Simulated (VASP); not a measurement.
Pb: single point with LDA

Crystal: Pb.

```
Pb
1.0
     3.29346    0.00000    0.00000
    -1.64673    2.85222    0.00000
     0.00000    0.00000    5.40797
Pb
2
Direct
  0.33333 0.66667 0.25000
  0.66667 0.33333 0.75000
```

This cell differs from its parent crystal: volume scaled by 0.88.

```yaml
Program: VASP 6.6.1
Task: single point
Functional: LDA
Potentials_or_basis: VASP PAW LDA potentials, release 64 (Pb_d)
Cutoff: 520 eV
k_mesh: 12 × 12 × 7
Occupations: fermi-dirac, width 0.1 eV
Spin: no spin polarisation
Dipole_correction: no
Further_INCAR_settings: ALGO = Normal; EDIFF = 1e-06; NBANDS = 21
```

| Property | Result |
| --- | --- |
| Pressure | 9.5 GPa |
| Band gap on the k mesh | zero (band 14 reaches 15.92 eV, above the bottom of band 15 at 6.85 eV) |

Stress tensor (GPa, compression positive):
```
9.92 0.00 0.00
0.00 9.92 0.00
0.00 0.00 8.77
```

Levels at points of the mesh, in eV from the Fermi level:
```tsv
k point	band 11	band 12	band 13	band 14	band 15	band 16	band 17	band 18
(0.00, 0.00, 0.00)	-13.11	-8.38	-5.16	6.64	6.64	8.81	8.82	8.82
(0.50, 0.00, 0.00)	-8.63	-7.33	-3.16	-1.82	-0.73	1.88	2.25	6.55
```

Run time: 74 s on 1 thread of AMD EPYC 7R13, on a shared host, peak memory 0.16 GiB.

Caveat: spin-orbit coupling is left out, which moves the levels of the heavy elements.
